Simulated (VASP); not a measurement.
A run of VASP 6.6.1:

Contents of INCAR:

```
SYSTEM = LiCl
ALGO = Normal
EDIFF = 1E-8
ENCUT = 520
ISIF = 2
ISMEAR = 0
LASPH = .True.
LCALCEPS = .True.
LCHARG = .False.
LMIXTAU = .True.
LREAL = .False.
LWAVE = .False.
METAGGA = R2SCAN
NELM = 100
PREC = Accurate
SIGMA = 0.01
```

KPOINTS

```
k-points
0
Gamma
  6 6 4
  0 0 0
```

POSCAR

```
LiCl
1.0
    3.5749486122      0.0000000000      0.0000000000
   -1.7874743061      3.0959963154      0.0000000000
    0.0000000000      0.0000000000      6.0240820410
Li Cl
2 2
Direct
    0.0000000000      0.0000000000      0.0000000000
    0.0000000000      0.0000000000      0.5000000000
    0.3333333333      0.6666666667      0.2500000000
    0.6666666667      0.3333333333      0.7500000000
```

Potentials or basis: VASP PAW PBE potentials, release 64 (Li_sv, Cl).

Command:

```console
$ cat potpaw_PBE.64/Li_sv/POTCAR potpaw_PBE.64/Cl/POTCAR > POTCAR
$ mpirun -np 1 vasp_std > vasp.out
```

Hardware: 1 thread of Intel Xeon 8259CL, on a shared host.

Problem. How long does it take, and how much memory?

Solution. It took 47 min on 1 thread of Intel Xeon 8259CL (shared host), peak memory 0.37 GiB. Counts: scf iterations 92, k points 21.
